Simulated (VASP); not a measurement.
# Te (I4_1/amd) in VASP: notebook

Runs on Te. Level: PBE. Tasks: relaxation of cell and atoms, single point.

Program: VASP 6.6.1. These are calculated values, not measurements. Logs are shortened: lines on timing, memory, paths and dates and some standing lists are left out, and cuts for length are marked.

### Step 1. The cell of the first run

The structure is tetragonal, space group I4_1/amd (No. 141). Conventional cell: a = 6.646 Å, b = 6.646 Å, c = 6.192 Å, α = 90.00°, β = 90.00°, γ = 90.00°. Within 3.7 Å of Te (site symmetry 2/m) lie 6 Te at 2.81 to 3.32 Å.

The cell was built from a structure type or drawn by symmetry, and may not be a known phase.

### Step 2. Relaxation of cell and atoms, PBE

INCAR reads:

```
PREC = Accurate
ENCUT = 600
EDIFF = 1E-6
ISMEAR = 0
SIGMA = 0.1
LREAL = False
LASPH = True
NELM = 100
ALGO = Normal
ISIF = 3
LWAVE = False
LCHARG = False
GGA = PE
IBRION = 2
NSW = 90
EDIFFG = -0.04
```

KPOINTS reads:

```
regular mesh
0
Gamma
  4 4 4
```

POSCAR reads:

```
Te
1.0
   -3.3227750900      3.3227750900      3.0957521700
    3.3227750900     -3.3227750900      3.0957521700
    3.3227750900      3.3227750900     -3.0957521700
Te
4
Direct
    0.8750000000      0.6250000000      0.2500000000
    0.3750000000      0.6250000000      0.7500000000
    0.3750000000      0.6250000000      0.2500000000
    0.3750000000      0.1250000000      0.7500000000
```

Potentials or basis: VASP PAW PBE potentials, release 64 (Te).

The run is started by

```console
cat potpaw_PBE.64/Te/POTCAR > POTCAR
mpirun -np 1 vasp_std > vasp.out
```

OUTCAR:

```text
PREC = Accurate
   ENCUT = 600
   EDIFF = 1E-6
   ISMEAR = 0
   LREAL = False
   LASPH = True
   NELM = 100
   ISIF = 3
   GGA = PE
   IBRION = 2
   NSW = 90
   EDIFFG = -0.04

 ion  position               nearest neighbor table
   1  0.875  0.625  0.250-   3 2.81   4 2.81   3 2.81   4 2.81   2 3.32   2 3.32
   2  0.375  0.625  0.750-   3 2.81   4 2.81   3 2.81   4 2.81   1 3.32   1 3.32
   3  0.375  0.625  0.250-   1 2.81   2 2.81   2 2.81   1 2.81   4 3.32   4 3.32
   4  0.375  0.125  0.750-   1 2.81   2 2.81   2 2.81   1 2.81   3 3.32   3 3.32

  LATTYP: Found a body centered tetragonal cell.
 ALAT       =     6.6455501800
 C/A-ratio  =     0.9316767118

  Lattice vectors:

 A1 = (  -3.3227750900,   3.3227750900,   3.0957521700)
 A2 = (   3.3227750900,  -3.3227750900,   3.0957521700)
 A3 = (   3.3227750900,   3.3227750900,  -3.0957521700)

Analysis of symmetry for initial positions (statically):
=====================================================================
 Subroutine PRICEL returns:
 Original cell was already a primitive cell.

 Routine SETGRP: Setting up the symmetry group for a
 body centered tetragonal supercell.

 Subroutine GETGRP returns: Found 16 space group operations
 (whereof  8 operations were pure point group operations)
 out of a pool of 16 trial point group operations.

The static configuration has the point symmetry D_2d.
 The point group associated with its full space group is D_4h.

Analysis of symmetry for dynamics (positions and initial velocities):
=====================================================================
 Subroutine PRICEL returns:
 Original cell was already a primitive cell.

 Routine SETGRP: Setting up the symmetry group for a
 body centered tetragonal supercell.

 Subroutine GETGRP returns: Found 16 space group operations
 (whereof  8 operations were pure point group operations)
 out of a pool of 16 trial point group operations.

The dynamic configuration has the point symmetry D_2d.
 The point group associated with its full space group is D_4h.

 Subroutine INISYM returns: Found 16 space group operations
 (whereof  8 operations are pure point group operations),
 and found     1 'primitive' translations

----------------------------------------------------------------------------------------

                                     Primitive cell

  volume of cell :     136.7187

  direct lattice vectors                    reciprocal lattice vectors
    -3.322775090  3.322775090  3.095752170     0.000000000  0.150476631  0.161511637
     3.322775090 -3.322775090  3.095752170     0.150476631  0.000000000  0.161511637
     3.322775090  3.322775090 -3.095752170     0.150476631  0.150476631  0.000000000

  length of vectors
     5.627197357  5.627197357  5.627197357     0.220746971  0.220746971  0.212806092

  position of ions in fractional coordinates (direct lattice)
     0.875000000  0.625000000  0.250000000
     0.375000000  0.625000000  0.750000000
     0.375000000  0.625000000  0.250000000
     0.375000000  0.125000000  0.750000000

  ion indices of the primitive-cell ions
   primitive index   ion index
                 1           1
                 2           2
                 3           3
                 4           4

----------------------------------------------------------------------------------------

 KPOINTS: regular mesh

Automatic generation of k-mesh.
 Grid dimensions read from file:
 generate k-points for:    4    4    4

 Generating k-lattice:

  Cartesian coordinates                     Fractional coordinates (reciprocal lattice)
     0.000000000  0.037619158  0.040377909     0.250000000  0.000000000  0.000000000
     0.037619158  0.000000000  0.040377909     0.000000000  0.250000000  0.000000000
     0.037619158  0.037619158  0.000000000     0.000000000  0.000000000  0.250000000

  Length of vectors
     0.055186743  0.055186743  0.053201523

  Shift w.r.t. Gamma in fractional coordinates (k-lattice)
     0.000000000  0.000000000  0.000000000

 Subroutine IBZKPT returns following result:
 ===========================================

 Found     13 irreducible k-points:

 Following reciprocal coordinates:
            Coordinates               Weight
  0.000000  0.000000  0.000000      1.000000
  0.250000  0.000000  0.000000      8.000000
  0.500000  0.000000  0.000000      4.000000
  0.250000  0.250000  0.000000      8.000000
  0.500000  0.250000 -0.000000     16.000000
 -0.250000  0.250000  0.000000      4.000000
  0.500000  0.500000  0.000000      2.000000
  0.250000  0.250000  0.250000      2.000000
 -0.250000  0.250000  0.250000      4.000000
  0.500000  0.500000  0.250000      4.000000
 -0.250000  0.500000  0.250000      8.000000
 -0.250000 -0.250000  0.250000      2.000000
  0.500000  0.500000  0.500000      1.000000
   k-points           NKPTS =     13   k-points in BZ     NKDIM =     13   number of bands    NBANDS=     16
   number of dos      NEDOS =    301   number of ions     NIONS =      4
   total plane-waves  NPLWV = 110592
   dimension x,y,z NGX =    48 NGY =   48 NGZ =   48
   dimension x,y,z NGXF=    96 NGYF=   96 NGZF=   96
   ions per type =               4
   NGX,Y,Z   is equivalent  to a cutoff of  14.18, 14.18, 14.18 a.u.
   NGXF,Y,Z  is equivalent  to a cutoff of  28.36, 28.36, 28.36 a.u.
 SYSTEM =  unknown system
   PREC   = accura    normal or accurate (medium, high low for compatibility)
   ISTART =      0    job   : 0-new  1-cont  2-samecut
   ICHARG =      2    charge: 1-file 2-atom 10-const
   ISPIN  =      1    spin polarized calculation?
   LNONCOLLINEAR =      F non collinear calculations
   LSORBIT =      F    spin-orbit coupling
   LASPH  =      T    aspherical Exc in radial PAW
   ENCUT  =  600.0 eV  44.10 Ry    6.64 a.u.  11.24 11.24 11.24*2*pi/ulx,y,z
   NELM   =    100;   NELMIN=  2; NELMDL= -5     # of ELM steps
   EDIFF  = 0.1E-05   stopping-criterion for ELM
   LREAL  =      F    real-space projection
   EDIFFG = -.4E-01   stopping-criterion for IOM
   NSW    =     90    number of steps for IOM
   IBRION =      2    ionic relax: 0-MD 1-quasi-New 2-CG
   NFREE  =      1    steps in history (QN), initial steepest desc. (CG)
   ISIF   =      3    stress and relaxation
   ISYM   =      2    0-nonsym 1-usesym 2-fastsym
   POTIM  = 0.5000    time-step for ionic-motion
   TEBEG  =    0.0;   TEEND  =   0.0 temperature during run
   PSTRESS=    0.0 pullay stress
   NELECT =      24.0000    total number of electrons
   NUPDOWN=      -1.0000    fix difference up-down
   EMIN   =  10.00;   EMAX   =-10.00  energy-range for DOS
   EFERMI =   0.00;   METHOD = LEGACY
   ISMEAR =     0;   SIGMA  =   0.10  broadening in eV -4-tet -1-fermi 0-gaus
   EFERMI_NEDOS =   21; number of points for ismear=-14 and -15
   IALGO  =     38    algorithm
   IMIX   =      4    mixing-type and parameters
     AMIX     =   0.40;   BMIX     =  1.00
     AMIX_MAG =   1.60;   BMIX_MAG =  1.00
  volume/ion in A,a.u.               =      34.18       230.66
  Fermi-wavevector in a.u.,A,eV,Ry     =   0.916648  1.732213 11.432206  0.840243
  Thomas-Fermi vector in A             =   2.041527
   LORBIT       =      0    0 simple, 1 ext, 2 COOP (PROOUT), +10 PAW based schemes
   GGA     = PE    functional components
   LHFCALC =     F    Hartree Fock is set to
   AEXX    =    0.0000 exact exchange contribution
   IVDW    =     0    specifies the selected vdW correction
   LEPSILON=     F    determine dielectric tensor
   LRPA    =     F    only Hartree local field effects (RPA)
 conjugate gradient relaxation of ions
 non-spin polarized calculation
 Gauss-broadening in eV      SIGMA  =   0.10
  energy-cutoff  :      600.00
  volume of cell :      136.72
 maximum number of plane-waves:      4584
 NGX is ok and might be reduce to    48
   NGX = 23   NGY = 23   NGZ = 23

--------------------------------------- Ionic step        1  -------------------------------------------

 number of electron      23.9999997 magnetization

 Free energy of the ion-electron system (eV)
  ---------------------------------------------------
  ext. energy  EPLUGINS =         0.00000000
  ---------------------------------------------------
  free energy    TOTEN  =       -10.33910693 eV

  energy without entropy =      -10.32539679  energy(sigma->0) =      -10.33225186

 E-fermi :   5.7147     XC(G=0):  -8.6697

 val. band max:        5.6679755815   @ k =   0.5000   0.2500  -0.0000
 cond. band min:       5.8450967007   @ k =   0.5000   0.5000   0.2500
 fundamental gap:      0.1771211192
 Fermi energy:         5.7147402872

 k-point     1 :       0.0000    0.0000    0.0000
  band No.  band energies     occupation
      1      -9.0364      2.00000
      2      -4.8999      2.00000
      3      -4.8999      2.00000
      4      -2.3816      2.00000
      5      -2.3001      2.00000
      6       0.4592      2.00000
[... 8 lines left out ...]
     15       8.9665      0.00000
     16      10.4831      0.00000
[... 476 lines left out ...]
 POSITION                                       TOTAL-FORCE (eV/Angst)
 -----------------------------------------------------------------------------------
      0.00000      1.76191      4.45427        -0.000000      0.000000      0.000000
      3.52382      1.76191      0.89085         0.000000     -0.000000     -0.000000
      1.76191      0.00000      2.67256         0.000000      0.000000     -0.000000
      1.76191      3.52382     -0.89085        -0.000000      0.000000      0.000000
 -----------------------------------------------------------------------------------
    total drift:                                0.000000      0.000000     -0.000000

  FREE ENERGIE OF THE ION-ELECTRON SYSTEM (eV)
  ---------------------------------------------------
  free  energy   TOTEN  =       -11.8178170280 eV

  energy  without entropy=      -11.7925834972  energy(sigma->0) =      -11.80520026

--------------------------------------- Ionic step        8  -------------------------------------------

 number of electron      23.9999998 magnetization

 Free energy of the ion-electron system (eV)
  ---------------------------------------------------
  ext. energy  EPLUGINS =         0.00000000
  ---------------------------------------------------
  free energy    TOTEN  =       -11.87281457 eV

  energy without entropy =      -11.83323728  energy(sigma->0) =      -11.85302592

 E-fermi :   3.2657     XC(G=0):  -7.4780

 val. band max:        3.2643220647   @ k =   0.5000   0.2500  -0.0000
 cond. band min:       3.3041120403   @ k =   0.5000   0.5000   0.2500
 fundamental gap:      0.0397899756
 Fermi energy:         3.2656905747

 k-point     1 :       0.0000    0.0000    0.0000
  band No.  band energies     occupation
      1     -10.1083      2.00000
      2      -7.1456      2.00000
      3      -7.1456      2.00000
      4      -6.0208      2.00000
      5      -3.5065      2.00000
      6      -1.1104      2.00000
[... 8 lines left out ...]
     15       6.3352      0.00000
     16       6.3352      0.00000
[... 248 lines left out ...]
 POSITION                                       TOTAL-FORCE (eV/Angst)
 -----------------------------------------------------------------------------------
     -0.00000      1.70357      4.83904         0.000000     -0.000000      0.000000
      3.40714      1.70357      0.96781        -0.000000      0.000000      0.000000
      1.70357      0.00000      2.90343         0.000000     -0.000000     -0.000000
      1.70357      3.40714     -0.96781        -0.000000     -0.000000     -0.000000
 -----------------------------------------------------------------------------------
    total drift:                                0.000000      0.000000     -0.000000

  FREE ENERGIE OF THE ION-ELECTRON SYSTEM (eV)
  ---------------------------------------------------
  free  energy   TOTEN  =       -11.8728145706 eV

  energy  without entropy=      -11.8332372780  energy(sigma->0) =      -11.85302592

 reached required accuracy - stopping structural energy minimisation
```

Run time: 8.4 min. Hardware: 1 thread of Intel Xeon 8259CL, shared host; peak memory 0.34 GiB.

Results:

* Free energy: -11.8728 eV
* Relaxed volume: 44.94 Å³/atom
* Relaxed cell: a = 6.181 Å, b = 6.181 Å, c = 6.181 Å, α = 113.10°, β = 113.10°, γ = 102.44°
* Space group after relaxing (to 0.1 Å): I4_1/amd (No. 141)
* Energy gained by relaxing: 383.4 meV/atom
* Ionic steps: 8
* Pressure after relaxing: 0.0 GPa
* Band gap on the k mesh: zero (bands 12 and 13 overlap by 2.26 eV)

The path:
```
step  energy change (eV)  largest force (eV/Å)  pressure (GPa)  volume (Å³)
   1              0.0000                0.0000           14.97       136.72
   2             -0.8328                0.0000           -4.09       210.05
   3             -1.4039                0.0000            0.00       174.25
   4             -1.4037                0.0000            0.16       173.44
   5             -1.4105                0.0000            0.16       173.85
   6             -1.4307                0.0000            0.16       175.00
   7             -1.4787                0.0000            0.12       176.99
   8             -1.5337                0.0000           -0.03       179.76
```

Final structure:
```
Te
1.0
    -3.40714    3.40714    3.87123
     3.40714   -3.40714    3.87123
     3.40714    3.40714   -3.87123
Te
4
Direct
  0.87500 0.62500 0.25000
  0.37500 0.62500 0.75000
  0.37500 0.62500 0.25000
  0.37500 0.12500 0.75000
```

Levels at points of the mesh, in eV from the Fermi level:
```csv
k point,band 8,band 9,band 10,band 11,band 12,band 13,band 14,band 15,band 16
"(0.00, 0.00, 0.00)",-3.64,-3.56,-1.80,0.96,0.96,2.34,2.46,3.07,3.07
"(0.50, 0.00, 0.00)",-2.05,-1.85,-1.56,-1.44,-1.41,-0.70,1.09,2.80,3.43
"(0.50, 0.50, 0.00)",-2.04,-1.97,-1.97,-1.26,-1.26,-0.86,-0.86,3.15,3.15
"(0.50, 0.50, 0.50)",-1.77,-1.51,-1.51,-1.38,-1.38,-1.30,-1.30,1.28,1.28
```

Caveat: the volume moved by over 15 % at a fixed basis, so the end points are rough; spin-orbit coupling is left out, which moves the levels of the heavy elements.

### Step 3. Single point, PBE

This run uses another cell than the first one, of 45.39 Å³/atom.

INCAR reads:

```
SYSTEM = Te
PREC = Accurate
ENCUT = 520
EDIFF = 1E-7
ISMEAR = 0
SIGMA = 0.1
LREAL = .FALSE.
LASPH = .TRUE.
NELM = 100
ALGO = Normal
ISIF = 2
LWAVE = .FALSE.
LCHARG = .FALSE.
GGA = PE
NBANDS = 20
```

KPOINTS reads:

```
Automatic mesh
0
G
  10 10 10
  0 0 0
```

POSCAR reads:

```
Te
1.0
   -3.2387068925      3.2387068925      4.3274013854
    3.2387068925     -3.2387068925      4.3274013854
    3.2387068925      3.2387068925     -4.3274013854
Te
4
Direct
    0.8750000000      0.6250000000      0.2500000000
    0.3750000000      0.6250000000      0.7500000000
    0.3750000000      0.6250000000      0.2500000000
    0.3750000000      0.1250000000      0.7500000000
```

Potentials or basis: VASP PAW PBE potentials, release 64 (Te).

The run is started by

```console
cat potpaw_PBE.64/Te/POTCAR > POTCAR
mpirun -np 1 vasp_std > vasp.out
```

OUTCAR:

```text
SYSTEM = Te
   PREC = Accurate
   ENCUT = 520
   EDIFF = 1E-7
   ISMEAR = 0
   LREAL = .FALSE.
   LASPH = .TRUE.
   NELM = 100
   ISIF = 2
   GGA = PE

 ion  position               nearest neighbor table
   1  0.875  0.625  0.250-   3 3.15   4 3.15   3 3.15   4 3.15   2 3.24   2 3.24
   2  0.375  0.625  0.750-   3 3.15   4 3.15   3 3.15   4 3.15   1 3.24   1 3.24
   3  0.375  0.625  0.250-   1 3.15   2 3.15   2 3.15   1 3.15   4 3.24   4 3.24
   4  0.375  0.125  0.750-   1 3.15   2 3.15   2 3.15   1 3.15   3 3.24   3 3.24

  LATTYP: Found a body centered tetragonal cell.
[... 754 lines left out ...]
  --------------------------------------------------------------------------------------
  -------------------------------------------------------------------------------------
  Total       -0.0449498     -0.0449498     -0.0212753      0.0000000      0.0000000      0.0000000
  in kB       -0.3966502     -0.3966502     -0.1877399      0.0000000      0.0000000      0.0000000
  external PRESSURE =      -0.3270135 kB  Pullay stress =       0.0000000 kB

 VOLUME and BASIS-vectors are now :
 -----------------------------------------------------------------------------
  energy-cutoff  :      520.00
  volume of cell :      181.56
      direct lattice vectors                 reciprocal lattice vectors
    -3.238706893  3.238706893  4.327401385     0.000000000  0.154382603  0.115542783
     3.238706893 -3.238706893  4.327401385     0.154382603  0.000000000  0.115542783
     3.238706893  3.238706893 -4.327401385     0.154382603  0.154382603  0.000000000

 POSITION                                       TOTAL-FORCE (eV/Angst)
 -----------------------------------------------------------------------------------
      0.00000      1.61935      5.40925         0.000000     -0.000000     -0.000000
      3.23871      1.61935      1.08185         0.000000     -0.000000      0.000000
      1.61935      0.00000      3.24555        -0.000000      0.000000     -0.000000
      1.61935      3.23871     -1.08185        -0.000000      0.000000      0.000000
 -----------------------------------------------------------------------------------
    total drift:                                0.000000      0.000000     -0.000000

  FREE ENERGIE OF THE ION-ELECTRON SYSTEM (eV)
  ---------------------------------------------------
  free  energy   TOTEN  =       -11.8207172681 eV

  energy  without entropy=      -11.8017937510  energy(sigma->0) =      -11.81125551
```

OSZICAR:

```text
N       E                     dE             d eps       ncg     rms          rms(c)
DAV:   1     0.117596222542E+03    0.11760E+03   -0.84274E+03  4080   0.930E+02
DAV:   2    -0.197324685071E+01   -0.11957E+03   -0.11590E+03  5444   0.147E+02
DAV:   3    -0.115425731666E+02   -0.95693E+01   -0.95015E+01  5140   0.460E+01
DAV:   4    -0.118048952854E+02   -0.26232E+00   -0.26214E+00  5388   0.828E+00
DAV:   5    -0.118081163431E+02   -0.32211E-02   -0.32210E-02  5696   0.105E+00    0.134E+01
DAV:   6    -0.118138616976E+02   -0.57454E-02   -0.10167E-02  4628   0.475E-01    0.829E+00
DAV:   7    -0.118208905631E+02   -0.70289E-02   -0.15747E-02  4384   0.640E-01    0.236E-01
DAV:   8    -0.118206180777E+02    0.27249E-03   -0.21985E-03  4424   0.204E-01    0.102E-01
DAV:   9    -0.118206917232E+02   -0.73646E-04   -0.13332E-04  4828   0.579E-02    0.288E-02
DAV:  10    -0.118207124908E+02   -0.20768E-04   -0.24342E-05  4276   0.275E-02    0.587E-03
DAV:  11    -0.118207160879E+02   -0.35971E-05   -0.59262E-06  4412   0.149E-02    0.724E-03
DAV:  12    -0.118207172382E+02   -0.11502E-05   -0.86510E-07  4296   0.717E-03    0.240E-03
DAV:  13    -0.118207172681E+02   -0.29901E-07   -0.21093E-08  3156   0.106E-03
   1 F= -.11820717E+02 E0= -.11811256E+02  d E =-.189235E-01
```

Wall time 10 min (1 thread of Intel Xeon 8259CL, shared host); peak memory 0.49 GiB.

What came out:

```yaml
Free_energy: -11.8207 eV
Pressure: 0.0 GPa
Band_gap_on_the_k_mesh: zero (bands 12 and 13 overlap by 2.95 eV)
```

Caveat: spin-orbit coupling is left out, which moves the levels of the heavy elements.
